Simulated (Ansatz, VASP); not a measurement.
One calculation of Ag, two programs

```
CELL_PARAMETERS angstrom
2.88620 0.01443 0.01443
-1.43060 2.49231 0.00528
0.05000 0.05000 10.00000
ATOMIC_POSITIONS crystal
Ag 0.33333 0.66667 0.25000
Ag 0.66667 0.33333 0.75000
Ag 0.00000 0.00000 0.00000
Ag 0.00000 0.00000 0.50000
```

Change from the starting cell: equal xy, yz and zx shear strains of +1 %.

Alike in both runs: task single point; functional PBE; k mesh 14 × 14 × 4; occupations fermi-dirac, width 0.08 eV; no spin polarisation.

```csv
,VASP,Ansatz
version,VASP 6.6.1,Ansatz 0.2.0
potentials or method,"VASP PAW PBE potentials, release 64 (Ag), cutoff 500 eV","all-electron LAPW, scalar-relativistic"
```

Ansatz gave:

| Property | Result |
| --- | --- |
| pressure (GPa) | -0.4 |
| traceless stress, the component that is largest in VASP (GPa) | -3.29 |

**Question.** Which values does VASP return?

**Answer.** Pressure (GPa): -0.4; traceless stress, the component that is largest in VASP (GPa): -3.28.

Ansatz ran all-electron here, and VASP with PAW potentials.
